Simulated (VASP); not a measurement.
# WS2 (P-1) in VASP: a series of runs

WS2 is run at these levels: PBE+D3(BJ); tasks: single point.

Everything below comes from runs of VASP 6.6.1. Logs are shortened: lines on timing, memory, paths and dates and some standing lists are left out, and cuts for length are marked.

## (1) The cell of the first run

The typed cell holds 6 atoms: a = 3.154 Å, b = 3.154 Å, c = 12.205 Å, α = 87.04°, β = 84.07°, γ = 60.00°.

## (2) Single point, PBE+D3(BJ) (the part above a cut slid along it)

INCAR reads:

```
SYSTEM = WS2
  PREC = Accurate
  ENCUT = 520
  EDIFF = 1E-6
  ISMEAR = 0
  SIGMA = 0.05
  LREAL = .FALSE.
  LASPH = .TRUE.
  NELM = 80
  ALGO = Normal
  ISIF = 2
  LWAVE = .FALSE.
  LCHARG = .FALSE.
  GGA = PE
  IVDW = 12
  NBANDS = 35
```

KPOINTS reads:

```
regular mesh
0
G
  10 10 3
  0 0 0
```

POSCAR reads:

```
WS2
1.0
   -3.1542061832      0.0000000000      0.0000000000
   -1.5771030916     -2.7316226834      0.0000000000
   -1.2616824733      0.0000000000     12.1399091344
W S
2 4
Direct
    0.2333333333      0.3333333333      0.2500000000
    0.3666666667      0.6666666667      0.7500000000
    0.0852183651      0.3333333333      0.6202874207
    0.6185516984      0.6666666667      0.1202874207
   -0.0185516984      0.3333333333      0.8797125793
    0.5147816349      0.6666666667      0.3797125793
```

Potentials or basis: VASP PAW PBE potentials, release 64 (W_sv, S).

Command:

```bash
$ cat potpaw_PBE.64/W_sv/POTCAR potpaw_PBE.64/S/POTCAR > POTCAR
$ mpirun -np 1 vasp_std > vasp.out
```

OUTCAR:

```text
SYSTEM = WS2
   PREC = Accurate
   ENCUT = 520
   EDIFF = 1E-6
   ISMEAR = 0
   LREAL = .FALSE.
   LASPH = .TRUE.
   NELM = 80
   ISIF = 2
   GGA = PE
   IVDW = 12
 IVDW          = 12

 ion  position               nearest neighbor table
   1  0.233  0.333  0.250-   4 2.41   6 2.41   4 2.41   6 2.41   6 2.41   4 2.41
   2  0.367  0.667  0.750-   3 2.41   5 2.41   5 2.41   3 2.41   3 2.41   5 2.41
   3  0.085  0.333  0.620-   2 2.41   2 2.41   2 2.41
   4  0.619  0.667  0.120-   1 2.41   1 2.41   1 2.41
   5  0.981  0.333  0.880-   2 2.41   2 2.41   2 2.41
   6  0.515  0.667  0.380-   1 2.41   1 2.41   1 2.41

  LATTYP: Found a base centered monoclinic cell.
 ALAT       =     3.1542061832
 B/A-ratio  =     1.7320508076
 C/A-ratio  =     3.8695299920
 COS(beta)  =    -0.1033717275

  Lattice vectors:

 A1 = (   1.5771030916,  -2.7316226834,   0.0000000000)
 A2 = (   1.5771030916,   2.7316226834,   0.0000000000)
 A3 = (  -1.2616824733,   0.0000000000,  12.1399091344)

Analysis of symmetry for initial positions (statically):
=====================================================================
 Subroutine PRICEL returns:
 Original cell was already a primitive cell.

 Routine SETGRP: Setting up the symmetry group for a
 base centered monoclinic supercell.

 Subroutine GETGRP returns: Found  2 space group operations
 (whereof  1 operations were pure point group operations)
 out of a pool of  4 trial point group operations.

The static configuration has the point symmetry C_1 .
 The point group associated with its full space group is S_2 .

Analysis of symmetry for dynamics (positions and initial velocities):
=====================================================================
 Subroutine PRICEL returns:
 Original cell was already a primitive cell.

 Routine SETGRP: Setting up the symmetry group for a
 base centered monoclinic supercell.

 Subroutine GETGRP returns: Found  2 space group operations
 (whereof  1 operations were pure point group operations)
 out of a pool of  4 trial point group operations.

The dynamic configuration has the point symmetry C_1 .
 The point group associated with its full space group is S_2 .

 Subroutine INISYM returns: Found  2 space group operations
 (whereof  1 operations are pure point group operations),
 and found     1 'primitive' translations

----------------------------------------------------------------------------------------

                                     Primitive cell

  volume of cell :     104.5987

  direct lattice vectors                    reciprocal lattice vectors
    -3.154206183  0.000000000  0.000000000    -0.317036979  0.183041385 -0.032949176
    -1.577103092 -2.731622683  0.000000000     0.000000000 -0.366082771  0.000000000
    -1.261682473  0.000000000 12.139909134     0.000000000  0.000000000  0.082372939

  length of vectors
     3.154206183  3.154206183 12.205295427     0.367562570  0.366082771  0.082372939

  position of ions in fractional coordinates (direct lattice)
     0.233333333  0.333333333  0.250000000
     0.366666667  0.666666667  0.750000000
     0.085218365  0.333333333  0.620287421
     0.618551698  0.666666667  0.120287421
     0.981448302  0.333333333  0.879712579
     0.514781635  0.666666667  0.379712579

  ion indices of the primitive-cell ions
   primitive index   ion index
                 1           1
                 2           2
                 3           3
                 4           4
                 5           5
                 6           6

----------------------------------------------------------------------------------------

 KPOINTS: regular mesh

Automatic generation of k-mesh.
 Grid dimensions read from file:
 generate k-points for:   10   10    3

 Generating k-lattice:

  Cartesian coordinates                     Fractional coordinates (reciprocal lattice)
    -0.031703698  0.018304139 -0.003294918     0.100000000 -0.000000000 -0.000000000
     0.000000000 -0.036608277  0.000000000     0.000000000  0.100000000  0.000000000
     0.000000000  0.000000000  0.027457646     0.000000000  0.000000000  0.333333333

  Length of vectors
     0.036756257  0.036608277  0.027457646

  Shift w.r.t. Gamma in fractional coordinates (k-lattice)
     0.000000000  0.000000000  0.000000000

 Subroutine IBZKPT returns following result:
 ===========================================

 Found    152 irreducible k-points:

 Following reciprocal coordinates:
            Coordinates               Weight
  0.000000  0.000000  0.000000      1.000000
  0.100000  0.000000 -0.000000      2.000000
 -0.100000 -0.100000  0.000000      2.000000
  0.200000  0.000000 -0.000000      2.000000
 -0.200000 -0.200000  0.000000      2.000000
  0.300000  0.000000  0.000000      2.000000
[... 16 lines left out ...]
  0.300000  0.400000  0.000000      2.000000
 -0.200000  0.100000  0.000000      2.000000
 [... further k-points ...]
   k-points           NKPTS =    152   k-points in BZ     NKDIM =    152   number of bands    NBANDS=     35
   number of dos      NEDOS =    301   number of ions     NIONS =      6
   total plane-waves  NPLWV =  55296
   dimension x,y,z NGX =    24 NGY =   24 NGZ =   96
   dimension x,y,z NGXF=    48 NGYF=   48 NGZF=  192
   ions per type =               2   4
   NGX,Y,Z   is equivalent  to a cutoff of  12.65, 12.65, 13.08 a.u.
   NGXF,Y,Z  is equivalent  to a cutoff of  25.30, 25.30, 26.15 a.u.
 SYSTEM =  WS2
   PREC   = accura    normal or accurate (medium, high low for compatibility)
   ISTART =      0    job   : 0-new  1-cont  2-samecut
   ICHARG =      2    charge: 1-file 2-atom 10-const
   ISPIN  =      1    spin polarized calculation?
   LNONCOLLINEAR =      F non collinear calculations
   LSORBIT =      F    spin-orbit coupling
   LASPH  =      T    aspherical Exc in radial PAW
   ENCUT  =  520.0 eV  38.22 Ry    6.18 a.u.   5.86  5.86 22.69*2*pi/ulx,y,z
   NELM   =     80;   NELMIN=  2; NELMDL= -5     # of ELM steps
   EDIFF  = 0.1E-05   stopping-criterion for ELM
   LREAL  =      F    real-space projection
   EDIFFG = 0.1E-04   stopping-criterion for IOM
   NSW    =      0    number of steps for IOM
   IBRION =     -1    ionic relax: 0-MD 1-quasi-New 2-CG
   NFREE  =      0    steps in history (QN), initial steepest desc. (CG)
   ISIF   =      2    stress and relaxation
   ISYM   =      2    0-nonsym 1-usesym 2-fastsym
   POTIM  = 0.5000    time-step for ionic-motion
   TEBEG  =    0.0;   TEEND  =   0.0 temperature during run
   PSTRESS=    0.0 pullay stress
   NELECT =      52.0000    total number of electrons
   NUPDOWN=      -1.0000    fix difference up-down
   EMIN   =  10.00;   EMAX   =-10.00  energy-range for DOS
   EFERMI =   0.00;   METHOD = LEGACY
   ISMEAR =     0;   SIGMA  =   0.05  broadening in eV -4-tet -1-fermi 0-gaus
   EFERMI_NEDOS =   21; number of points for ismear=-14 and -15
   IALGO  =     38    algorithm
   IMIX   =      4    mixing-type and parameters
     AMIX     =   0.40;   BMIX     =  1.00
     AMIX_MAG =   1.60;   BMIX_MAG =  1.00
  volume/ion in A,a.u.               =      17.43       117.64
  Fermi-wavevector in a.u.,A,eV,Ry     =   1.296882  2.450752 22.883686  1.681903
  Thomas-Fermi vector in A             =   2.428310
   LORBIT       =      0    0 simple, 1 ext, 2 COOP (PROOUT), +10 PAW based schemes
   GGA     = PE    functional components
   LHFCALC =     F    Hartree Fock is set to
   AEXX    =    0.0000 exact exchange contribution
   IVDW    =    12    specifies the selected vdW correction
   LEPSILON=     F    determine dielectric tensor
   LRPA    =     F    only Hartree local field effects (RPA)
 non-spin polarized calculation
 Gauss-broadening in eV      SIGMA  =   0.05
  energy-cutoff  :      520.00
  volume of cell :      104.60
 maximum number of plane-waves:      2834
   NGX = 11   NGY = 11   NGZ = 45

 number of electron      51.9999993 magnetization

 Free energy of the ion-electron system (eV)
  ---------------------------------------------------
  ext. energy  EPLUGINS =         0.00000000
  ---------------------------------------------------
  free energy    TOTEN  =       -47.09342730 eV

  energy without entropy =      -47.09342730  energy(sigma->0) =      -47.09342730

 E-fermi :   8.1127     XC(G=0): -11.0685

 val. band max:        7.8069010425   @ k =   0.0000   0.0000   0.0000
 cond. band min:       8.7220216400   @ k =  -0.2000   0.2000   0.0000
 fundamental gap:      0.9151205975
 Fermi energy:         8.1126851254

 k-point     1 :       0.0000    0.0000    0.0000
  band No.  band energies     occupation
      1     -66.9041      2.00000
      2     -66.9041      2.00000
      3     -31.1655      2.00000
      4     -31.1654      2.00000
      5     -30.9825      2.00000
      6     -30.9825      2.00000
[... 27 lines left out ...]
     34      10.2270      0.00000
     35      12.4877      0.00000

 k-point     2 :       0.1000    0.0000   -0.0000
  band No.  band energies     occupation
      1     -66.9023      2.00000
      2     -66.9023      2.00000
      3     -31.1591      2.00000
      4     -31.1590      2.00000
      5     -31.0179      2.00000
      6     -31.0179      2.00000
[... 27 lines left out ...]
     34      10.3470      0.00000
     35      13.2384      0.00000

 k-point     3 :      -0.1000   -0.1000    0.0000
  band No.  band energies     occupation
      1     -66.9023      2.00000
      2     -66.9023      2.00000
      3     -31.1591      2.00000
      4     -31.1590      2.00000
      5     -31.0179      2.00000
      6     -31.0179      2.00000
[... 27 lines left out ...]
     34      10.3528      0.00000
     35      13.2391      0.00000

 k-point     4 :       0.2000    0.0000   -0.0000
  band No.  band energies     occupation
      1     -66.8975      2.00000
      2     -66.8975      2.00000
      3     -31.1423      2.00000
      4     -31.1422      2.00000
      5     -31.1102      2.00000
      6     -31.1101      2.00000
[... 27 lines left out ...]
     34      11.0021      0.00000
     35      14.4067      0.00000

 k-point     5 :      -0.2000   -0.2000    0.0000
  band No.  band energies     occupation
      1     -66.8975      2.00000
      2     -66.8975      2.00000
      3     -31.1423      2.00000
      4     -31.1422      2.00000
      5     -31.1102      2.00000
      6     -31.1102      2.00000
[... 638 lines left out ...]
 k-point    22 :      -0.3000    0.1000   -0.0000
  band No.  band energies     occupation
      1     -66.8884      2.00000
      2     -66.8884      2.00000
      3     -31.2692      2.00000
      4     -31.2692      2.00000
      5     -31.1096      2.00000
      6     -31.1096      2.00000
[... 27 lines left out ...]
     34      12.0159      0.00000
     35      13.5737      0.00000

 k-point    23 :       0.3000    0.4000    0.0000
  band No.  band energies     occupation
      1     -66.8884      2.00000
      2     -66.8884      2.00000
      3     -31.2692      2.00000
      4     -31.2692      2.00000
      5     -31.1096      2.00000
      6     -31.1096      2.00000
[... 27 lines left out ...]
     34      12.0052      0.00000
     35      13.6795      0.00000

 k-point    24 :      -0.2000    0.1000    0.0000
  band No.  band energies     occupation
      1     -66.8937      2.00000
      2     -66.8937      2.00000
      3     -31.1750      2.00000
      4     -31.1750      2.00000
      5     -31.1284      2.00000
      6     -31.1283      2.00000
[... 27 lines left out ...]
     34      11.6527      0.00000
     35      14.6325      0.00000

 [... further k-points ...]

------------------------ aborting loop because EDIFF is reached ----------------------------------------

 Edisp (eV)   -2.61039

 E8    (eV) :    -1.0970

  FORCE on cell =-STRESS in cart. coord.  units (eV):
  Direction    XX          YY          ZZ          XY          YZ          ZX
  --------------------------------------------------------------------------------------
  -------------------------------------------------------------------------------------
  Total      -0.06748     0.22203     0.80825    -0.04406    -0.57968     0.24611
  in kB      -1.03362     3.40087    12.38031    -0.67492    -8.87921     3.76981
  external pressure =        4.92 kB  Pullay stress =        0.00 kB

 VOLUME and BASIS-vectors are now :
 -----------------------------------------------------------------------------
  energy-cutoff  :      520.00
  volume of cell :      104.60
      direct lattice vectors                 reciprocal lattice vectors
    -3.154206183  0.000000000  0.000000000    -0.317036979  0.183041385 -0.032949176
    -1.577103092 -2.731622683  0.000000000     0.000000000 -0.366082771  0.000000000
    -1.261682473  0.000000000 12.139909134     0.000000000  0.000000000  0.082372939

 POSITION                                       TOTAL-FORCE (eV/Angst)
 -----------------------------------------------------------------------------------
     -1.57710     -0.91054      3.03498         0.026365     -0.030809      0.004471
     -3.15421     -1.82108      9.10493        -0.026365      0.030809     -0.004471
     -1.57710     -0.91054      7.53023         0.005078      0.001248     -0.011480
     -3.15421     -1.82108      1.46028         0.045991     -0.131557      0.244827
     -4.73131     -0.91054     10.67963        -0.045991      0.131557     -0.244827
     -3.15421     -1.82108      4.60968        -0.005078     -0.001248      0.011480
 -----------------------------------------------------------------------------------
    total drift:                               -0.000004     -0.000002     -0.000001

  FREE ENERGIE OF THE ION-ELECTRON SYSTEM (eV)
  ---------------------------------------------------
  free  energy   TOTEN  =       -49.7038167924 eV

  energy  without entropy=      -49.7038167924  energy(sigma->0) =      -49.70381679
```

Wall time 14 min (1 thread of Intel Xeon 8259CL, shared host); peak memory 0.54 GiB.

What came out:

```yaml
Free_energy: -49.7038 eV
Pressure: 0.5 GPa
Largest_force: 0.282 eV/Å
Band_gap_on_the_k_mesh: 0.92 eV (least direct gap 2.13 eV)
Dispersion_energy_per_atom: -0.435 eV
```

Forces on the atoms (eV/Å):
```
W    0.026 -0.031  0.004
W   -0.026  0.031 -0.004
S    0.005  0.001 -0.011
S    0.046 -0.132  0.245
S   -0.046  0.132 -0.245
S   -0.005 -0.001  0.011
```

Caveat: the cell differs from its parent crystal (the part above a cut slid along it); spin-orbit coupling is left out, which moves the levels of the heavy elements. A k mesh can miss the band edges.

## (3) Single point, PBE+D3(BJ) (the part above a cut slid along it)

INCAR reads:

```
SYSTEM = WS2
PREC = Accurate
ENCUT = 520
EDIFF = 1E-7
ISMEAR = 0
SIGMA = 0.05
LREAL = .False.
LASPH = .True.
NELM = 80
ALGO = Normal
ISIF = 2
LWAVE = .False.
LCHARG = .True.
GGA = PE
IVDW = 12
LELF = .True.
LVHAR = .True.
NBANDS = 35
```

KPOINTS reads:

```
Automatic mesh
0
Gamma
  10 10 3
  0 0 0
```

POSCAR reads:

```
WS2
1.0
   -3.1542061832      0.0000000000      0.0000000000
   -1.5771030916     -2.7316226834      0.0000000000
   -0.9462618550      0.0000000000     12.1399091344
W S
2 4
Direct
    0.2583333333      0.3333333333      0.2500000000
    0.4416666667      0.6666666667      0.7500000000
    0.1472471071      0.3333333333      0.6202874207
    0.6305804405      0.6666666667      0.1202874207
    0.0694195595      0.3333333333      0.8797125793
    0.5527528929      0.6666666667      0.3797125793
```

Potentials or basis: VASP PAW PBE potentials, release 64 (W_sv, S).

Command:

```bash
$ cat potpaw_PBE.64/W_sv/POTCAR potpaw_PBE.64/S/POTCAR > POTCAR
$ mpirun -np 1 vasp_std > vasp.out
```

OUTCAR:

```text
SYSTEM = WS2
   PREC = Accurate
   ENCUT = 520
   EDIFF = 1E-7
   ISMEAR = 0
   LREAL = .False.
   LASPH = .True.
   NELM = 80
   ISIF = 2
   GGA = PE
   IVDW = 12
 IVDW          = 12

 ion  position               nearest neighbor table
   1  0.258  0.333  0.250-   4 2.41   6 2.41   4 2.41   6 2.41   6 2.41   4 2.41
   2  0.442  0.667  0.750-   5 2.41   3 2.41   5 2.41   3 2.41   3 2.41   5 2.41
   3  0.147  0.333  0.620-   2 2.41   2 2.41   2 2.41
   4  0.631  0.667  0.120-   1 2.41   1 2.41   1 2.41
   5  0.069  0.333  0.880-   2 2.41   2 2.41   2 2.41
   6  0.553  0.667  0.380-   1 2.41   1 2.41   1 2.41

  LATTYP: Found a base centered monoclinic cell.
 ALAT       =     3.1542061832
 B/A-ratio  =     1.7320508076
 C/A-ratio  =     3.8604743697
 COS(beta)  =    -0.0777106571

  Lattice vectors:

 A1 = (   1.5771030916,  -2.7316226834,   0.0000000000)
 A2 = (   1.5771030916,   2.7316226834,   0.0000000000)
 A3 = (  -0.9462618550,   0.0000000000,  12.1399091344)

Analysis of symmetry for initial positions (statically):
=====================================================================
 Subroutine PRICEL returns:
 Original cell was already a primitive cell.

[... 183 lines left out ...]
 fundamental gap:      0.9264399596
 Fermi energy:         8.1217159251

 k-point     1 :       0.0000    0.0000    0.0000
  band No.  band energies     occupation
      1     -66.9084      2.00000
      2     -66.9084      2.00000
      3     -31.1685      2.00000
      4     -31.1684      2.00000
      5     -30.9871      2.00000
      6     -30.9871      2.00000
[... 901 lines left out ...]
     34      11.6632      0.00000
     35      14.6724      0.00000

 [... further k-points ...]

------------------------ aborting loop because EDIFF is reached ----------------------------------------

 Edisp (eV)   -2.61050

 E8    (eV) :    -1.0970

  FORCE on cell =-STRESS in cart. coord.  units (eV):
  Direction    XX          YY          ZZ          XY          YZ          ZX
  --------------------------------------------------------------------------------------
  -------------------------------------------------------------------------------------
  Total      -0.04825     0.14384     0.55072    -0.06957    -0.41260     0.38387
  in kB      -0.73909     2.20321     8.43556    -1.06565    -6.31995     5.87991
  external pressure =        3.30 kB  Pullay stress =        0.00 kB

 VOLUME and BASIS-vectors are now :
 -----------------------------------------------------------------------------
  energy-cutoff  :      520.00
  volume of cell :      104.60
      direct lattice vectors                 reciprocal lattice vectors
    -3.154206183  0.000000000  0.000000000    -0.317036979  0.183041385 -0.024711882
    -1.577103092 -2.731622683  0.000000000     0.000000000 -0.366082771  0.000000000
    -0.946261855  0.000000000 12.139909134     0.000000000  0.000000000  0.082372939

 POSITION                                       TOTAL-FORCE (eV/Angst)
 -----------------------------------------------------------------------------------
     -1.57710     -0.91054      3.03498         0.041644     -0.022429      0.002610
     -3.15421     -1.82108      9.10493        -0.041644      0.022429     -0.002610
     -1.57710     -0.91054      7.53023         0.007882      0.000787     -0.008785
     -3.15421     -1.82108      1.46028         0.070925     -0.092925      0.171156
     -1.57710     -0.91054     10.67963        -0.070925      0.092925     -0.171156
     -3.15421     -1.82108      4.60968        -0.007882     -0.000787      0.008785
 -----------------------------------------------------------------------------------
    total drift:                               -0.000011      0.000000      0.000002

  FREE ENERGIE OF THE ION-ELECTRON SYSTEM (eV)
  ---------------------------------------------------
  free  energy   TOTEN  =       -49.7319327298 eV

  energy  without entropy=      -49.7319327298  energy(sigma->0) =      -49.73193273
```

Wall time 9.6 min (1 thread of Intel Xeon 8259CL, shared host); peak memory 0.54 GiB.

What came out:

* Free energy: -49.7319 eV
* Pressure: 0.3 GPa
* Largest force: 0.207 eV/Å
* Band gap on the k mesh: 0.93 eV (least direct gap 2.15 eV)
* Dispersion energy per atom: -0.435 eV

Forces on the atoms (eV/Å):
```
W    0.042 -0.022  0.003
W   -0.042  0.022 -0.003
S    0.008  0.001 -0.009
S    0.071 -0.093  0.171
S   -0.071  0.093 -0.171
S   -0.008 -0.001  0.009
```

Caveat: the cell differs from its parent crystal (the part above a cut slid along it); spin-orbit coupling is left out, which moves the levels of the heavy elements. A k mesh can miss the band edges.
